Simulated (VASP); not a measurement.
# BaTiO3: single point with r2SCAN

The system is BaTiO3.

```
Ba Ti O
1.0
     4.02985    0.00000    0.00000
     0.00000    4.02985    0.00000
     0.00000    0.00000    4.02985
Ba Ti O
1 1 3
Direct
  0.50000 0.50000 0.50000
  0.00000 0.00000 0.00000
  0.50000 0.00000 0.00000
  0.00000 0.50000 0.00000
  0.00000 0.00000 0.50000
```

```json
{
  "Program": "VASP 6.6.1",
  "Task": "single point",
  "Functional": "r2SCAN",
  "Potentials or basis": "VASP PAW PBE potentials, release 64 (Ba_sv, Ti_sv, O_h)",
  "Cutoff": "1480 eV",
  "k mesh": "6 × 6 × 6",
  "Occupations": "gaussian, width 0.0148 eV",
  "Spin": "no spin polarisation",
  "Dipole correction": "no",
  "Further INCAR settings": "ALGO = Normal; EDIFF = 1e-06; NBANDS = 28"
}
```

```yaml
Pressure: -2.8 GPa
Band_gap_on_the_k_mesh: 2.09 eV (least direct gap 2.26 eV)
```

Levels at points of the mesh, in eV from the valence-band top:
```
           k point  band 16  band 17  band 18  band 19  band 20  band 21  band 22  band 23  band 24  band 25
(0.00, 0.00, 0.00)    -1.09    -1.09    -0.17    -0.17    -0.17     2.09     2.09     2.09     4.03     4.03
(0.50, 0.00, 0.00)    -1.86    -1.80    -1.80    -0.74    -0.74     2.24     3.74     3.74     4.04     6.11
(0.50, 0.50, 0.00)    -2.61    -1.78    -0.90    -0.90    -0.09     3.75     3.75     4.18     4.92     7.87
(0.50, 0.50, 0.50)    -2.42    -2.42     0.00     0.00     0.00     4.41     4.41     4.41     7.33     7.33
```

It took 6.7 min on 1 thread of Intel(R) Xeon(R) 6975P-C (Granite Rapids), with other jobs on the host, peak memory 0.53 GiB.

Caveat: the PAW data sets were made with another functional, which shifts forces and pressure a little; spin-orbit coupling is left out, which moves the levels of the heavy elements. r2SCAN opens gaps a little over a GGA but as a rule still falls short of measured ones.
